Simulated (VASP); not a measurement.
# H (P4/mmm) in VASP: further runs

H is run at these levels: PBE+D3(BJ); tasks: single point.

All numbers are computed with VASP 6.6.1; they aren't measurements. Logs are shortened: lines on timing, memory, paths and dates and some standing lists are left out, and cuts for length are marked.

## (1) The cell of the first run

Symmetry: P4/mmm, No. 123, tetragonal system. The conventional cell has a = 2.583 Å, b = 2.583 Å, c = 1.005 Å, α = 90.00°, β = 90.00°, γ = 90.00°. H (site symmetry 4/mmm) has 2 H at 1.01 Å within 1.4 Å.

## (2) Single point, PBE+D3(BJ) (strain -0.025 along x and y, +0.025 along z)

INCAR

```
SYSTEM = H
PREC     = Accurate       ! precision mode
ENCUT    = 520            ! plane-wave cutoff, eV
EDIFF    = 1E-7           ! SCF threshold, eV
ISMEAR   = 0              ! smearing method
SIGMA    = 0.05           ! smearing width, eV
LREAL    = .False.        ! projectors in reciprocal space
LASPH    = .True.         ! aspherical terms in the spheres
NELM     = 80             ! most SCF steps
ALGO     = Normal         ! electronic algorithm
ISIF     = 2              ! what is computed and relaxed
LWAVE    = .False.        ! write WAVECAR
LCHARG   = .False.        ! write CHGCAR
GGA      = PE             ! functional
IVDW     = 12             ! dispersion correction
NBANDS   = 6              ! bands
```

KPOINTS

```
regular mesh
0
Gamma
  10 10 26
  0 0 0
```

POSCAR

```
H
1.0
    2.5833977704      0.0000000000      0.0000000000
    0.0000000000      2.5833977704      0.0000000000
    0.0000000000      0.0000000000      1.0050052430
H
1
Direct
    0.0000000000      0.0000000000      0.5000000000
```

Potentials or basis: VASP PAW PBE potentials, release 64 (H).

Started as:

```
$ cat potpaw_PBE.64/H/POTCAR > POTCAR
$ mpirun -np 1 vasp_std > vasp.out
```

OUTCAR:

```text
SYSTEM = H
   PREC = Accurate
   ENCUT = 520
   EDIFF = 1E-7
   ISMEAR = 0
   LREAL = .False.
   LASPH = .True.
   NELM = 80
   ISIF = 2
   GGA = PE
   IVDW = 12
 IVDW          = 12

 ion  position               nearest neighbor table
   1  0.000  0.000  0.500-

  LATTYP: Found a simple tetragonal cell.
 ALAT       =     2.5833977704
 C/A-ratio  =     0.3890245840

  Lattice vectors:

 A1 = (   2.5833977704,   0.0000000000,   0.0000000000)
 A2 = (   0.0000000000,   2.5833977704,   0.0000000000)
 A3 = (   0.0000000000,   0.0000000000,   1.0050052430)

Analysis of symmetry for initial positions (statically):
=====================================================================
 Subroutine PRICEL returns:
 Original cell was already a primitive cell.

 Routine SETGRP: Setting up the symmetry group for a
 simple tetragonal supercell.

 Subroutine GETGRP returns: Found 16 space group operations
 (whereof 16 operations were pure point group operations)
 out of a pool of 16 trial point group operations.

The static configuration has the point symmetry D_4h.

Analysis of symmetry for dynamics (positions and initial velocities):
=====================================================================
 Subroutine PRICEL returns:
 Original cell was already a primitive cell.

 Routine SETGRP: Setting up the symmetry group for a
 simple tetragonal supercell.

 Subroutine GETGRP returns: Found 16 space group operations
 (whereof 16 operations were pure point group operations)
 out of a pool of 16 trial point group operations.

The dynamic configuration has the point symmetry D_4h.

 Subroutine INISYM returns: Found 16 space group operations
 (whereof 16 operations are pure point group operations),
 and found     1 'primitive' translations

----------------------------------------------------------------------------------------

                                     Primitive cell

  volume of cell :       6.7073

  direct lattice vectors                    reciprocal lattice vectors
     2.583397770  0.000000000  0.000000000     0.387087119  0.000000000  0.000000000
     0.000000000  2.583397770  0.000000000     0.000000000  0.387087119  0.000000000
     0.000000000  0.000000000  1.005005243     0.000000000  0.000000000  0.995019685

  length of vectors
     2.583397770  2.583397770  1.005005243     0.387087119  0.387087119  0.995019685

  position of ions in fractional coordinates (direct lattice)
     0.000000000  0.000000000  0.500000000

  ion indices of the primitive-cell ions
   primitive index   ion index
                 1           1

----------------------------------------------------------------------------------------

 KPOINTS: regular mesh

Automatic generation of k-mesh.
 Grid dimensions read from file:
 generate k-points for:   10   10   26

 Generating k-lattice:

  Cartesian coordinates                     Fractional coordinates (reciprocal lattice)
     0.038708712  0.000000000  0.000000000     0.100000000  0.000000000  0.000000000
     0.000000000  0.038708712  0.000000000     0.000000000  0.100000000  0.000000000
     0.000000000  0.000000000  0.038269988     0.000000000  0.000000000  0.038461538

  Length of vectors
     0.038708712  0.038708712  0.038269988

  Shift w.r.t. Gamma in fractional coordinates (k-lattice)
     0.000000000  0.000000000  0.000000000

 Subroutine IBZKPT returns following result:
 ===========================================

 Found    294 irreducible k-points:

 Following reciprocal coordinates:
            Coordinates               Weight
  0.000000  0.000000  0.000000      1.000000
  0.100000  0.000000  0.000000      4.000000
  0.200000  0.000000  0.000000      4.000000
  0.300000  0.000000  0.000000      4.000000
  0.400000  0.000000  0.000000      4.000000
  0.500000  0.000000  0.000000      2.000000
[... 16 lines left out ...]
  0.100000  0.000000  0.038462      8.000000
  0.200000  0.000000  0.038462      8.000000
 [... further k-points ...]
   k-points           NKPTS =    294   k-points in BZ     NKDIM =    294   number of bands    NBANDS=      6
   number of dos      NEDOS =    301   number of ions     NIONS =      1
   total plane-waves  NPLWV =   3200
   dimension x,y,z NGX =    20 NGY =   20 NGZ =    8
   dimension x,y,z NGXF=    40 NGYF=   40 NGZF=   16
   ions per type =               1
   NGX,Y,Z   is equivalent  to a cutoff of  12.87, 12.87, 13.23 a.u.
   NGXF,Y,Z  is equivalent  to a cutoff of  25.74, 25.74, 26.47 a.u.
 SYSTEM =  H
   PREC   = accura    normal or accurate (medium, high low for compatibility)
   ISTART =      0    job   : 0-new  1-cont  2-samecut
   ICHARG =      2    charge: 1-file 2-atom 10-const
   ISPIN  =      1    spin polarized calculation?
   LNONCOLLINEAR =      F non collinear calculations
   LSORBIT =      F    spin-orbit coupling
   LASPH  =      T    aspherical Exc in radial PAW
   ENCUT  =  520.0 eV  38.22 Ry    6.18 a.u.   4.80  4.80  1.87*2*pi/ulx,y,z
   NELM   =     80;   NELMIN=  2; NELMDL= -5     # of ELM steps
   EDIFF  = 0.1E-06   stopping-criterion for ELM
   LREAL  =      F    real-space projection
   EDIFFG = 0.1E-05   stopping-criterion for IOM
   NSW    =      0    number of steps for IOM
   IBRION =     -1    ionic relax: 0-MD 1-quasi-New 2-CG
   NFREE  =      0    steps in history (QN), initial steepest desc. (CG)
   ISIF   =      2    stress and relaxation
   ISYM   =      2    0-nonsym 1-usesym 2-fastsym
   POTIM  = 0.5000    time-step for ionic-motion
   TEBEG  =    0.0;   TEEND  =   0.0 temperature during run
   PSTRESS=    0.0 pullay stress
   NELECT =       1.0000    total number of electrons
   NUPDOWN=      -1.0000    fix difference up-down
   EMIN   =  10.00;   EMAX   =-10.00  energy-range for DOS
   EFERMI =   0.00;   METHOD = LEGACY
   ISMEAR =     0;   SIGMA  =   0.05  broadening in eV -4-tet -1-fermi 0-gaus
   EFERMI_NEDOS =   21; number of points for ismear=-14 and -15
   IALGO  =     38    algorithm
   IMIX   =      4    mixing-type and parameters
     AMIX     =   0.40;   BMIX     =  1.00
     AMIX_MAG =   1.60;   BMIX_MAG =  1.00
  volume/ion in A,a.u.               =       6.71        45.26
  Fermi-wavevector in a.u.,A,eV,Ry     =   0.868076  1.640426 10.252757  0.753556
  Thomas-Fermi vector in A             =   1.986702
   LORBIT       =      0    0 simple, 1 ext, 2 COOP (PROOUT), +10 PAW based schemes
   GGA     = PE    functional components
   LHFCALC =     F    Hartree Fock is set to
   AEXX    =    0.0000 exact exchange contribution
   IVDW    =    12    specifies the selected vdW correction
   LEPSILON=     F    determine dielectric tensor
   LRPA    =     F    only Hartree local field effects (RPA)
 non-spin polarized calculation
 Gauss-broadening in eV      SIGMA  =   0.05
  energy-cutoff  :      520.00
  volume of cell :        6.71
 maximum number of plane-waves:       196
 NGX is ok and might be reduce to    20
   NGX =  9   NGY =  9   NGZ =  3

 number of electron       1.0000001 magnetization

 Free energy of the ion-electron system (eV)
  ---------------------------------------------------
  ext. energy  EPLUGINS =         0.00000000
  ---------------------------------------------------
  free energy    TOTEN  =        -3.00672966 eV

  energy without entropy =       -3.00669940  energy(sigma->0) =       -3.00671453

 E-fermi :  -1.6116     XC(G=0):  -6.9738

 val. band max:       -1.6688650784   @ k =   0.0000   0.0000   0.2692
 cond. band min:      -1.5421707835   @ k =   0.1000   0.0000   0.2692
 fundamental gap:      0.1266942949
 Fermi energy:        -1.6116217353

 k-point     1 :       0.0000    0.0000    0.0000
  band No.  band energies     occupation
      1     -12.3314      2.00000
      2       9.2662      0.00000
      3      15.1641      0.00000
      4      15.1641      0.00000
      5      18.1771      0.00000
      6      37.0283      0.00000

 k-point     2 :       0.1000    0.0000    0.0000
  band No.  band energies     occupation
      1     -12.2025      2.00000
      2       8.1737      0.00000
      3      14.5178      0.00000
      4      15.3603      0.00000
      5      20.6245      0.00000
      6      33.6090      0.00000

 k-point     3 :       0.2000    0.0000    0.0000
  band No.  band energies     occupation
      1     -11.8416      2.00000
      2       5.8563      0.00000
      3      14.5122      0.00000
      4      15.9352      0.00000
      5      25.0737      0.00000
      6      30.0690      0.00000

 k-point     4 :       0.3000    0.0000    0.0000
  band No.  band energies     occupation
      1     -11.3384      2.00000
      2       3.5908      0.00000
      3      15.0911      0.00000
      4      16.8302      0.00000
      5      27.0834      0.00000
      6      27.6824      0.00000

 k-point     5 :       0.4000    0.0000    0.0000
  band No.  band energies     occupation
      1     -10.8678      2.00000
      2       1.9836      0.00000
      3      15.8161      0.00000
      4      17.8512      0.00000
      5      24.9900      0.00000
      6      25.3216      0.00000
[... 136 lines left out ...]
 k-point    21 :       0.5000    0.5000    0.0000
  band No.  band energies     occupation
      1      -9.3376      2.00000
      2       5.4535      0.00000
      3       5.4535      0.00000
      4       9.0085      0.00000
      5      39.5640      0.00000
      6      45.7511      0.00000

 k-point    22 :       0.0000    0.0000    0.0385
  band No.  band energies     occupation
      1     -12.1130      2.00000
      2       9.4844      0.00000
      3      15.3846      0.00000
      4      15.3846      0.00000
      5      18.3974      0.00000
      6      37.2468      0.00000

 k-point    23 :       0.1000    0.0000    0.0385
  band No.  band energies     occupation
      1     -11.9842      2.00000
      2       8.3925      0.00000
      3      14.7376      0.00000
      4      15.5807      0.00000
      5      20.8447      0.00000
      6      33.8286      0.00000

 k-point    24 :       0.2000    0.0000    0.0385
  band No.  band energies     occupation
      1     -11.6236      2.00000
      2       6.0756      0.00000
      3      14.7314      0.00000
      4      16.1555      0.00000
      5      25.2937      0.00000
      6      30.2886      0.00000

 [... further k-points ...]

------------------------ aborting loop because EDIFF is reached ----------------------------------------

 Edisp (eV)   -0.07788

 E8    (eV) :    -0.0140

  FORCE on cell =-STRESS in cart. coord.  units (eV):
  Direction    XX          YY          ZZ          XY          YZ          ZX
  --------------------------------------------------------------------------------------
  -------------------------------------------------------------------------------------
  Total       0.04040     0.04040    -0.32514     0.00000     0.00000     0.00000
  in kB       9.64959     9.64959   -77.66506     0.00000     0.00000     0.00000
  external pressure =      -19.46 kB  Pullay stress =        0.00 kB

 VOLUME and BASIS-vectors are now :
 -----------------------------------------------------------------------------
  energy-cutoff  :      520.00
  volume of cell :        6.71
      direct lattice vectors                 reciprocal lattice vectors
     2.583397770  0.000000000  0.000000000     0.387087119  0.000000000  0.000000000
     0.000000000  2.583397770  0.000000000     0.000000000  0.387087119  0.000000000
     0.000000000  0.000000000  1.005005243     0.000000000  0.000000000  0.995019685

 POSITION                                       TOTAL-FORCE (eV/Angst)
 -----------------------------------------------------------------------------------
      0.00000      0.00000      0.50250         0.000000      0.000000      0.000000
 -----------------------------------------------------------------------------------
    total drift:                               -0.000000      0.000000      0.000000

  FREE ENERGIE OF THE ION-ELECTRON SYSTEM (eV)
  ---------------------------------------------------
  free  energy   TOTEN  =        -3.0846100044 eV

  energy  without entropy=       -3.0845797409  energy(sigma->0) =       -3.08459487
```

It took 5.9 s on 1 thread of Intel Xeon 6975P-C, shared host; peak memory 0.12 GiB.

Results:

```
Free energy                : -3.0846 eV
Pressure                   : -1.9 GPa
Dispersion energy per atom : -0.078 eV
```

Stress tensor (GPa, compression positive):
```
 0.96  0.00  0.00
 0.00  0.96  0.00
 0.00  0.00 -7.77
```

Levels at points of the mesh, in eV from the Fermi level:
```tsv
k point	band 1	band 2	band 3
(0.00, 0.00, 0.00)	-10.72	10.88	16.78
(0.50, 0.00, 0.00)	-9.06	3.01	17.79
(0.50, 0.50, 0.00)	-7.73	7.07	7.07
(0.00, 0.00, 0.50)	22.51	29.85	45.89
(0.50, 0.00, 0.50)	23.53	32.46	40.05
(0.50, 0.50, 0.50)	24.35	34.64	44.02
```

Caveat: the cell differs from its parent crystal (strain -0.025 along x and y, +0.025 along z); pairwise dispersion overbinds metals, which lowers pressure and volume.

## (3) Single point, PBE+D3(BJ) (strain +0.050 along x and y, -0.050 along z)

INCAR

```
ALGO = Normal ; EDIFF = 1E-6
ENCUT = 520 ; GGA = PE
ISIF = 2 ; ISMEAR = 0
IVDW = 12 ; LASPH = True
LCHARG = False ; LREAL = False
LWAVE = False ; NBANDS = 6
NELM = 80 ; PREC = Accurate
SIGMA = 0.05
```

KPOINTS

```
k-points
0
Gamma
  10 10 26
```

POSCAR

```
H
1.0
    2.7821206758      0.0000000000      0.0000000000
    0.0000000000      2.7821206758      0.0000000000
    0.0000000000      0.0000000000      0.9314682740
H
1
Direct
    0.0000000000      0.0000000000      0.5000000000
```

Potentials or basis: VASP PAW PBE potentials, release 64 (H).

Started as:

```
$ cat potpaw_PBE.64/H/POTCAR > POTCAR
$ mpirun -np 1 vasp_std > vasp.out
```

It took 8.5 s on 1 thread of Intel Xeon 6975P-C, shared host; peak memory 0.12 GiB.

Results (log left out):

```
Free energy                : -3.0595 eV
Pressure                   : 8.3 GPa
Dispersion energy per atom : -0.055 eV
```

Stress tensor (GPa, compression positive):
```
-0.35  0.00  0.00
 0.00 -0.35  0.00
 0.00  0.00 25.58
```

Levels at points of the mesh, in eV from the Fermi level:
| k point | band 1 | band 2 | band 3 | band 4 | band 5 |
| --- | --- | --- | --- | --- | --- |
| (0.00, 0.00, 0.00) | -11.41 | 8.33 | 13.98 | 13.98 | 17.09 |
| (0.50, 0.00, 0.00) | -10.34 | 2.50 | 14.55 | 16.56 | 22.17 |
| (0.50, 0.50, 0.00) | -9.49 | 5.86 | 5.86 | 9.27 | 33.93 |
| (0.00, 0.00, 0.50) | 27.75 | 35.43 | 49.90 | 54.22 | 56.98 |
| (0.50, 0.00, 0.50) | 28.36 | 37.21 | 45.71 | 45.98 | 56.46 |
| (0.50, 0.50, 0.50) | 28.85 | 38.67 | 49.01 | 49.01 | 49.42 |

Caveat: the cell differs from its parent crystal (strain +0.050 along x and y, -0.050 along z); pairwise dispersion overbinds metals, which lowers pressure and volume.
